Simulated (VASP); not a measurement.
**SrAl2H2: single point with LDA**

SrAl2H2:

```
Sr Al H
1.0
     4.52530    0.00000    0.00000
    -2.26265    3.91902    0.00000
     0.00000    0.00000    4.72140
Sr Al H
1 2 2
Cartesian
  0.0000 0.0000 0.0750
  0.0000 2.6127 2.1667
  2.2626 1.3063 2.5547
  0.0000 2.6127 0.4608
  2.2626 1.3063 4.2606
```

This cell differs from its parent crystal: all Sr atoms moved +0.075 Å, as atom 1 along Cartesian [0 0 1].

```
Program             : VASP 6.6.1
Task                : single point
Functional          : LDA
Potentials or basis : VASP PAW LDA potentials, release 64 (Sr_sv, Al, H)
Cutoff              : 520 eV
k mesh              : 12 × 12 × 10
Occupations         : gaussian, width 0.15 eV
Spin                : no spin polarisation
```

```yaml
Pressure: -2.8 GPa
Largest_force: 0.246 eV/Å
Band_gap_on_the_k_mesh: zero (band 9 reaches 4.31 eV, above the bottom of band 10 at 3.70 eV)
```

Forces in eV/Å, atoms in the order of the input:
```
Sr   0.000  0.000 -0.156
Al   0.000  0.000  0.246
Al   0.000  0.000 -0.094
H    0.000  0.000 -0.104
H    0.000  0.000  0.108
```

Stress tensor (GPa, compression positive):
```
-3.06  0.00  0.00
 0.00 -3.06  0.00
 0.00  0.00 -2.27
```

Levels at points of the mesh, in eV from the Fermi level:
```
           k point  band 7  band 8  band 9  band 10  band 11  band 12
(0.00, 0.00, 0.00)   -3.29   -0.54   -0.54     0.43     2.76     2.76
(0.50, 0.00, 0.00)   -2.81   -1.84   -0.96    -0.18     1.99     2.39
(0.00, 0.00, 0.50)   -2.33    0.43    0.43     1.10     1.10     1.56
(0.50, 0.00, 0.50)   -4.07   -3.64   -1.33     1.43     2.61     3.78
```

It took 84 s on 1 thread of Intel(R) Xeon(R) 6975P-C (Granite Rapids), on a shared host, peak memory 0.36 GiB.

Caveat: the cell differs from its parent crystal (all Sr atoms moved +0.075 Å, as atom 1 along Cartesian [0 0 1]).
